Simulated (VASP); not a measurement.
# Fe (P6_3/mmc) in VASP: notebook

Aim: see how the results for Fe move with the level of theory and the settings. Levels: revPBE, LDA. Tasks: relaxation of cell and atoms, single point.

Program: VASP 6.6.1. These are calculated values, not measurements. Logs are shortened: lines on timing, memory, paths and dates and some standing lists are left out, and cuts for length are marked.

## Step 1: The cell of the first run

Symmetry: P6_3/mmc, No. 194, hexagonal system. The conventional cell has a = 2.434 Å, b = 2.434 Å, c = 3.842 Å, α = 90.00°, β = 90.00°, γ = 120.00°. Within 3.1 Å of Fe (site symmetry -6m2) lie 12 Fe at 2.38 to 2.43 Å.

This isn't the form of Fe at room conditions, which is bcc.

## Step 2: Relaxation of cell and atoms, revPBE, collinear spin, ferromagnetic start

INCAR

```
SYSTEM = Fe
ALGO = Normal
EDIFF = 1E-6
EDIFFG = -0.01
ENCUT = 600
GGA = RE
IBRION = 2
ISIF = 3
ISMEAR = -1
ISPIN = 2
LASPH = .True.
LCHARG = .False.
LMAXMIX = 4
LORBIT = 11
LREAL = .False.
LWAVE = .False.
MAGMOM = 3 3
NELM = 150
NSW = 60
PREC = Accurate
SIGMA = 0.05
```

KPOINTS

```
k-points
0
Gamma
  12 12 7
  0 0 0
```

POSCAR

```
Fe
1.0
    2.4341575853      0.0000000000      0.0000000000
   -1.2170787927      2.1080423057      0.0000000000
    0.0000000000      0.0000000000      3.8419344700
Fe
2
Direct
    0.6666666667      0.3333333333      0.7500000000
    0.3333333333      0.6666666667      0.2500000000
```

Potentials or basis: VASP PAW PBE potentials, release 64 (Fe).

The run is started by

```console
cat potpaw_PBE.64/Fe/POTCAR > POTCAR
mpirun -np 1 vasp_std > vasp.out
```

OUTCAR:

```text
SYSTEM = Fe
   EDIFF = 1E-6
   EDIFFG = -0.01
   ENCUT = 600
   GGA = RE
   IBRION = 2
   ISIF = 3
   ISMEAR = -1
   ISPIN = 2
   LASPH = .True.
   LORBIT = 11
   LREAL = .False.
   NELM = 150
   NSW = 60
   PREC = Accurate

 ion  position               nearest neighbor table
   1  0.667  0.333  0.750-   2 2.38   2 2.38   2 2.38   2 2.38   2 2.38   2 2.38
   2  0.333  0.667  0.250-   1 2.38   1 2.38   1 2.38   1 2.38   1 2.38   1 2.38

  LATTYP: Found a hexagonal cell.
 ALAT       =     2.4341575853
 C/A-ratio  =     1.5783425417

  Lattice vectors:

 A1 = (   2.4341575853,   0.0000000000,   0.0000000000)
 A2 = (  -1.2170787927,   2.1080423057,   0.0000000000)
 A3 = (   0.0000000000,   0.0000000000,   3.8419344700)

Analysis of symmetry for initial positions (statically):
=====================================================================
 Subroutine PRICEL returns:
 Original cell was already a primitive cell.

 Routine SETGRP: Setting up the symmetry group for a
 hexagonal supercell.

 Subroutine GETGRP returns: Found 24 space group operations
 (whereof 12 operations were pure point group operations)
 out of a pool of 24 trial point group operations.

The static configuration has the point symmetry D_3d.
 The point group associated with its full space group is D_6h.

Analysis of symmetry for dynamics (positions and initial velocities):
=====================================================================
 Subroutine PRICEL returns:
 Original cell was already a primitive cell.

 Routine SETGRP: Setting up the symmetry group for a
 hexagonal supercell.

 Subroutine GETGRP returns: Found 24 space group operations
 (whereof 12 operations were pure point group operations)
 out of a pool of 24 trial point group operations.

The dynamic configuration has the point symmetry D_3d.
 The point group associated with its full space group is D_6h.

Analysis of structural, dynamic, and magnetic symmetry:
=====================================================================
 Subroutine PRICEL returns:
 Original cell was already a primitive cell.

 Routine SETGRP: Setting up the symmetry group for a
 hexagonal supercell.

 Subroutine GETGRP returns: Found 24 space group operations
 (whereof 12 operations were pure point group operations)
 out of a pool of 24 trial point group operations.

The overall configuration has the point symmetry D_3d.
 The point group associated with its full space group is D_6h.

 Subroutine INISYM returns: Found 24 space group operations
 (whereof 12 operations are pure point group operations),
 and found     1 'primitive' translations

----------------------------------------------------------------------------------------

                                     Primitive cell

  volume of cell :      19.7141

  direct lattice vectors                    reciprocal lattice vectors
     2.434157585  0.000000000  0.000000000     0.410819746  0.237186891  0.000000000
    -1.217078793  2.108042306  0.000000000     0.000000000  0.474373781  0.000000000
     0.000000000  0.000000000  3.841934470     0.000000000  0.000000000  0.260285543

  length of vectors
     2.434157585  2.434157585  3.841934470     0.474373781  0.474373781  0.260285543

  position of ions in fractional coordinates (direct lattice)
     0.666666667  0.333333333  0.750000000
     0.333333333  0.666666667  0.250000000

  ion indices of the primitive-cell ions
   primitive index   ion index
                 1           1
                 2           2

----------------------------------------------------------------------------------------

 KPOINTS: k-points

Automatic generation of k-mesh.
 Grid dimensions read from file:
 generate k-points for:   12   12    7

 Generating k-lattice:

  Cartesian coordinates                     Fractional coordinates (reciprocal lattice)
     0.034234979  0.019765574  0.000000000     0.083333333 -0.000000000  0.000000000
     0.000000000  0.039531148  0.000000000     0.000000000  0.083333333  0.000000000
     0.000000000  0.000000000  0.037183649     0.000000000  0.000000000  0.142857143

  Length of vectors
     0.039531148  0.039531148  0.037183649

  Shift w.r.t. Gamma in fractional coordinates (k-lattice)
     0.000000000  0.000000000  0.000000000

 Subroutine IBZKPT returns following result:
 ===========================================

 Found     76 irreducible k-points:

 Following reciprocal coordinates:
            Coordinates               Weight
  0.000000  0.000000  0.000000      1.000000
  0.083333  0.000000  0.000000      6.000000
  0.166667  0.000000  0.000000      6.000000
  0.250000  0.000000  0.000000      6.000000
  0.333333  0.000000  0.000000      6.000000
  0.416667  0.000000  0.000000      6.000000
[... 16 lines left out ...]
  0.250000  0.000000  0.142857     12.000000
  0.333333  0.000000  0.142857     12.000000
 [... further k-points ...]
   k-points           NKPTS =     76   k-points in BZ     NKDIM =     76   number of bands    NBANDS=     15
   number of dos      NEDOS =    301   number of ions     NIONS =      2
   total plane-waves  NPLWV =  12800
   dimension x,y,z NGX =    20 NGY =   20 NGZ =   32
   dimension x,y,z NGXF=    40 NGYF=   40 NGZF=   64
   ions per type =               2
   NGX,Y,Z   is equivalent  to a cutoff of  13.66, 13.66, 13.85 a.u.
   NGXF,Y,Z  is equivalent  to a cutoff of  27.32, 27.32, 27.69 a.u.
 SYSTEM =  Fe
   PREC   = accura    normal or accurate (medium, high low for compatibility)
   ISTART =      0    job   : 0-new  1-cont  2-samecut
   ICHARG =      2    charge: 1-file 2-atom 10-const
   ISPIN  =      2    spin polarized calculation?
   LNONCOLLINEAR =      F non collinear calculations
   LSORBIT =      F    spin-orbit coupling
   LASPH  =      T    aspherical Exc in radial PAW
   ENCUT  =  600.0 eV  44.10 Ry    6.64 a.u.   4.86  4.86  7.67*2*pi/ulx,y,z
   NELM   =    150;   NELMIN=  2; NELMDL= -5     # of ELM steps
   EDIFF  = 0.1E-05   stopping-criterion for ELM
   LREAL  =      F    real-space projection
   EDIFFG = -.1E-01   stopping-criterion for IOM
   NSW    =     60    number of steps for IOM
   IBRION =      2    ionic relax: 0-MD 1-quasi-New 2-CG
   NFREE  =      1    steps in history (QN), initial steepest desc. (CG)
   ISIF   =      3    stress and relaxation
   ISYM   =      2    0-nonsym 1-usesym 2-fastsym
   POTIM  = 0.5000    time-step for ionic-motion
   TEBEG  =    0.0;   TEEND  =   0.0 temperature during run
   PSTRESS=    0.0 pullay stress
   NELECT =      16.0000    total number of electrons
   NUPDOWN=      -1.0000    fix difference up-down
   EMIN   =  10.00;   EMAX   =-10.00  energy-range for DOS
   EFERMI =   0.00;   METHOD = LEGACY
   ISMEAR =    -1;   SIGMA  =   0.05  broadening in eV -4-tet -1-fermi 0-gaus
   EFERMI_NEDOS =   21; number of points for ismear=-14 and -15
   IALGO  =     38    algorithm
   IMIX   =      4    mixing-type and parameters
     AMIX     =   0.40;   BMIX     =  1.00
     AMIX_MAG =   1.60;   BMIX_MAG =  1.00
  volume/ion in A,a.u.               =       9.86        66.52
  Fermi-wavevector in a.u.,A,eV,Ry     =   1.527058  2.885721 31.727505  2.331906
  Thomas-Fermi vector in A             =   2.635006
   LORBIT       =     11    0 simple, 1 ext, 2 COOP (PROOUT), +10 PAW based schemes
   GGA     = RE    functional components
   LHFCALC =     F    Hartree Fock is set to
   AEXX    =    0.0000 exact exchange contribution
   IVDW    =     0    specifies the selected vdW correction
   LEPSILON=     F    determine dielectric tensor
   LRPA    =     F    only Hartree local field effects (RPA)
 conjugate gradient relaxation of ions
 spin polarized calculation
  energy-cutoff  :      600.00
  volume of cell :       19.71
 maximum number of plane-waves:       687
 NGX is ok and might be reduce to    20
   NGX =  9   NGY =  9   NGZ = 15

--------------------------------------- Ionic step        1  -------------------------------------------

 number of electron      15.9999994 magnetization      -0.0011906

 number of electron      15.9999994 magnetization       0.0012205

 Free energy of the ion-electron system (eV)
  ---------------------------------------------------
  ext. energy  EPLUGINS =         0.00000000
  ---------------------------------------------------
  free energy    TOTEN  =       -15.38988811 eV

  energy without entropy =      -15.37040118  energy(sigma->0) =      -15.38014465

------------------------ aborting loop because EDIFF is reached ----------------------------------------

  FORCE on cell =-STRESS in cart. coord.  units (eV):
  Direction    XX          YY          ZZ          XY          YZ          ZX
  --------------------------------------------------------------------------------------
  -------------------------------------------------------------------------------------
  Total        1.6731810      1.6731810      1.9450016     -0.0000000     -0.0000000      0.0000000
  in kB      135.9801554    135.9801554    158.0711410     -0.0000000     -0.0000000      0.0000000
  external PRESSURE =     143.3438173 kB  Pullay stress =       0.0000000 kB
[... 135 lines left out ...]
--------------------------------------- Ionic step        5  -------------------------------------------

 number of electron      15.9999999 magnetization      -0.0000007

 number of electron      15.9999999 magnetization       0.0000003

 Free energy of the ion-electron system (eV)
  ---------------------------------------------------
  ext. energy  EPLUGINS =         0.00000000
  ---------------------------------------------------
  free energy    TOTEN  =       -15.43024538 eV

  energy without entropy =      -15.40946708  energy(sigma->0) =      -15.41985623

 E-fermi :   6.8649     XC(G=0): -13.6534

 val. band max:        6.8637856124   @ k =   0.3333   0.2500   0.2857
 cond. band min:       6.8907384989   @ k =   0.4167   0.0833   0.4286
 fundamental gap:      0.0269528865
 Fermi energy:         6.8649486452

 spin component 1

 k-point     1 :       0.0000    0.0000    0.0000
  band No.  band energies     occupation
      1      -1.9933      1.00000
      2       2.0007      1.00000
      3       5.2340      1.00000
      4       5.2340      1.00000
      5       5.3473      1.00000
      6       5.6858      1.00000
      7       5.6858      1.00000
      8       6.0292      1.00000
      9       6.0292      1.00000
     10       7.3481      0.00006
     11       7.5403      0.00000
     12       7.5403      0.00000
     13      15.4630      0.00000
     14      28.6169      0.00000
     15      32.2306      0.00000
[... 399 lines left out ...]
      1       1.3686      1.00000
      2       2.8864      1.00000
      3       3.3236      1.00000
      4       4.2229      1.00000
      5       5.2615      1.00000
      6       5.2916      1.00000
      7       5.8176      1.00000
      8       7.0269      0.03770
      9       7.1108      0.00726
     10       7.2020      0.00118
     11       7.7825      0.00000
     12      12.6442      0.00000
     13      17.1057      0.00000
     14      18.8350      0.00000
     15      23.6904      0.00000

 [... further k-points ...]

 spin component 2

 k-point     1 :       0.0000    0.0000    0.0000
  band No.  band energies     occupation
      1      -1.9933      1.00000
      2       2.0007      1.00000
      3       5.2340      1.00000
      4       5.2340      1.00000
      5       5.3473      1.00000
      6       5.6858      1.00000
      7       5.6858      1.00000
      8       6.0292      1.00000
      9       6.0292      1.00000
     10       7.3481      0.00006
     11       7.5403      0.00000
     12       7.5403      0.00000
     13      15.4630      0.00000
     14      28.6169      0.00000
     15      32.2306      0.00000
[... 443 lines left out ...]
  FREE ENERGIE OF THE ION-ELECTRON SYSTEM (eV)
  ---------------------------------------------------
  free  energy   TOTEN  =       -15.4302453844 eV

  energy  without entropy=      -15.4094670817  energy(sigma->0) =      -15.41985623

 reached required accuracy - stopping structural energy minimisation

 total charge

# of ion       s       p       d       tot
------------------------------------------
    1        0.528   0.622   6.324   7.474
    2        0.528   0.622   6.324   7.474
--------------------------------------------------
tot          1.057   1.244  12.647  14.948

 magnetization (x)

# of ion       s       p       d       tot
------------------------------------------
    1       -0.000  -0.000   0.000  -0.000
    2       -0.000  -0.000   0.000  -0.000
--------------------------------------------------
tot         -0.000  -0.000   0.000  -0.000
```

Run time: 3.2 min. Hardware: 1 thread of Intel Xeon 8259CL, shared host; peak memory 0.18 GiB.

What came out:

| Item | Value |
| --- | --- |
| Free energy | -15.4302 eV |
| Relaxed volume | 10.33 Å³/atom |
| Relaxed cell | a = 2.469 Å, b = 2.469 Å, c = 3.911 Å, α = 90.00°, β = 90.00°, γ = 120.00° |
| Space group after relaxing (to 0.1 Å) | P6_3/mmc (No. 194) |
| Energy gained by relaxing | 20.2 meV/atom |
| Ionic steps | 5 |
| Pressure after relaxing | 0.0 GPa |
| Band gap on the k mesh | zero (filled and empty bands overlap) |
| Net moment | 0.00 μB per cell |
| Valence electrons inside the program's atomic spheres | Fe 7.47 |

Step by step:
```tsv
step	energy change (eV)	largest force (eV/Å)	pressure (GPa)	volume (Å³)
1	0.0000	0.0000	14.33	19.71
2	0.0609	0.0000	-17.83	22.34
3	-0.0403	0.0000	-0.27	20.68
4	-0.0403	0.0000	0.01	20.66
5	-0.0404	0.0000	0.03	20.66
```

Final structure:
```xyz
2
Lattice="2.4694 0.0000 0.0000 -1.2347 2.1386 0.0000 0.0000 0.0000 3.9113" Properties=species:S:1:pos:R:3 pbc="T T T"
Fe    1.2347    0.7129    2.9335
Fe    0.0000    1.4257    0.9778
```

Caveat: the PAW data sets were made with another functional, which shifts forces and pressure a little.

## Step 3: Single point, LDA, collinear spin, ferromagnetic start (9.27 Å³/atom)

This run uses another cell than the first one, of 9.27 Å³/atom.

INCAR

```
SYSTEM = Fe
PREC = Accurate ; ENCUT = 520
EDIFF = 1E-6 ; ISMEAR = -1
SIGMA = 0.05 ; LREAL = .False.
LASPH = .True. ; NELM = 150
ALGO = Normal ; ISIF = 2
LWAVE = .False. ; LCHARG = .True.
ISPIN = 2 ; MAGMOM = 3 3
LORBIT = 11 ; LMAXMIX = 4
GGA = CA ; LELF = .True.
LVHAR = .True. ; NBANDS = 19
```

KPOINTS

```
Automatic mesh
0
Gamma
  12 12 7
  0 0 0
```

POSCAR

```
Fe
1.0
    2.3844669570      0.0000000000      0.0000000000
   -1.1922334785      2.0650089592      0.0000000000
    0.0000000000      0.0000000000      3.7635056374
Fe
2
Direct
    0.6666666667      0.3333333333      0.7500000000
    0.3333333333      0.6666666667      0.2500000000
```

Potentials or basis: VASP PAW LDA potentials, release 64 (Fe).

The run is started by

```console
cat potpaw_LDA.64/Fe/POTCAR > POTCAR
mpirun -np 1 vasp_std > vasp.out
```

Wall time 69 s (1 thread of Intel Xeon 8259CL, shared host); peak memory 0.15 GiB.

Results (log left out):

| Property | Result |
| --- | --- |
| Free energy | -18.8192 eV |
| Pressure | 10.6 GPa |
| Band gap on the k mesh | zero (filled and empty bands overlap) |
| Net moment | 0.00 μB per cell |
| Valence electrons inside the program's atomic spheres | Fe 7.78 |

Stress tensor (GPa, compression positive):
```
 9.86  0.00  0.00
 0.00  9.86  0.00
 0.00  0.00 12.00
```

Levels at points of the mesh, in eV from the Fermi level:
Spin up:
```csv
k point,band 6,band 7,band 8,band 9,band 10,band 11
"(0.00, 0.00, 0.00)",-1.40,-1.40,-1.01,-1.01,0.65,0.80
"(0.50, 0.00, 0.00)",-1.75,-1.24,0.91,1.18,1.23,3.03
```
Spin down:
```tsv
k point	band 4	band 5	band 6	band 7	band 8	band 9	band 10	band 11	band 12	band 13
(0.00, 0.00, 0.00)	-1.95	-1.78	-1.40	-1.40	-1.01	-1.01	0.65	0.80	0.80	9.81
(0.50, 0.00, 0.00)	-2.30	-2.25	-1.75	-1.24	0.91	1.18	1.23	3.03	5.40	12.21
```

Caveat: the cell stands under pressure.

## Step 4: Single point, LDA, collinear spin, ferromagnetic start (9.46 Å³/atom)

This run uses another cell than the first one, of 9.46 Å³/atom.

INCAR

```
  PREC = Accurate
  ENCUT = 520
  EDIFF = 1E-7
  ISMEAR = -1
  SIGMA = 0.05
  LREAL = False
  LASPH = True
  NELM = 150
  ALGO = Normal
  ISIF = 2
  LWAVE = False
  LCHARG = False
  ISPIN = 2
  MAGMOM = 3 3
  LORBIT = 11
  LMAXMIX = 4
  GGA = CA
  NBANDS = 19
```

KPOINTS

```
Automatic mesh
0
Gamma
  12 12 7
```

POSCAR

```
Fe
1.0
    2.4012595311      0.0000000000      0.0000000000
   -1.2006297656      2.0795517550      0.0000000000
    0.0000000000      0.0000000000      3.7900100715
Fe
2
Direct
    0.6666666667      0.3333333333      0.7500000000
    0.3333333333      0.6666666667      0.2500000000
```

The run is started by

```console
cat potpaw_LDA.64/Fe/POTCAR > POTCAR
mpirun -np 1 vasp_std > vasp.out
```

Run time: 74 s. Hardware: 1 thread of Intel Xeon 8259CL, shared host; peak memory 0.15 GiB.

Results (log left out):

| Item | Value |
| --- | --- |
| Free energy | -18.8355 eV |
| Pressure | 2.7 GPa |
| Band gap on the k mesh | zero (filled and empty bands overlap) |
| Net moment | 0.00 μB per cell |
| Valence electrons inside the program's atomic spheres | Fe 7.72 |

Stress tensor (GPa, compression positive):
```
2.16 0.00 0.00
0.00 2.16 0.00
0.00 0.00 3.86
```

Levels at points of the mesh, in eV from the Fermi level:
Spin up:
```tsv
k point	band 4	band 5	band 6	band 7	band 8	band 9	band 10	band 11	band 12	band 13
(0.00, 0.00, 0.00)	-1.89	-1.73	-1.36	-1.36	-0.98	-0.98	0.64	0.77	0.77	9.57
(0.50, 0.00, 0.00)	-2.23	-2.20	-1.70	-1.21	0.89	1.14	1.20	2.95	5.27	11.99
```
Spin down:
```tsv
k point	band 6	band 7	band 8	band 9	band 10	band 11
(0.00, 0.00, 0.00)	-1.36	-1.36	-0.98	-0.98	0.64	0.77
(0.50, 0.00, 0.00)	-1.70	-1.21	0.89	1.14	1.20	2.95
```
